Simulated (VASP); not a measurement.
Write the native input for VASP 6.6.1 that does the following.

```yaml
Task: single point
Functional: PBE
Potentials_or_basis: VASP PAW PBE potentials, release 64 (Cu)
Cutoff: 520 eV
k_mesh: 20 × 20 × 20
Occupations: gaussian, width 0.1 eV
Spin: no spin polarisation
Dipole_correction: no
Further_INCAR_settings: ALGO = Normal; EDIFF = 1e-06; NBANDS = 12
```

The structure of Cu lies in POSCAR:

```
Cu
1.0
    0.0000000000      1.8148741278      1.8148741278
    1.8148741278      0.0000000000      1.8148741278
    1.8148741278      1.8148741278      0.0000000000
Cu
1
Direct
    0.0000000000      0.0000000000      0.0000000000
```

One way to write it, as run:

INCAR

```
PREC = Accurate
ENCUT = 520
EDIFF = 1E-6
ISMEAR = 0
SIGMA = 0.1
LREAL = F
LASPH = T
NELM = 80
ALGO = Normal
ISIF = 2
LWAVE = F
LCHARG = T
GGA = PE
LELF = T
LVHAR = T
NBANDS = 12
```

KPOINTS

```
Automatic mesh
0
Gamma
  20 20 20
```

Potentials or basis: VASP PAW PBE potentials, release 64 (Cu).

The run is started by

```console
$ cat potpaw_PBE.64/Cu/POTCAR > POTCAR
$ mpirun -np 1 vasp_std > vasp.out
```

Results of the run:

- Pressure: 0.6 GPa
- Band gap on the k mesh: zero (an odd number of electrons rules out a gap without spin polarisation)

Wall time 24 s on 1 thread of Intel Xeon 8259CL, with other jobs on the host, peak memory 0.15 GiB.
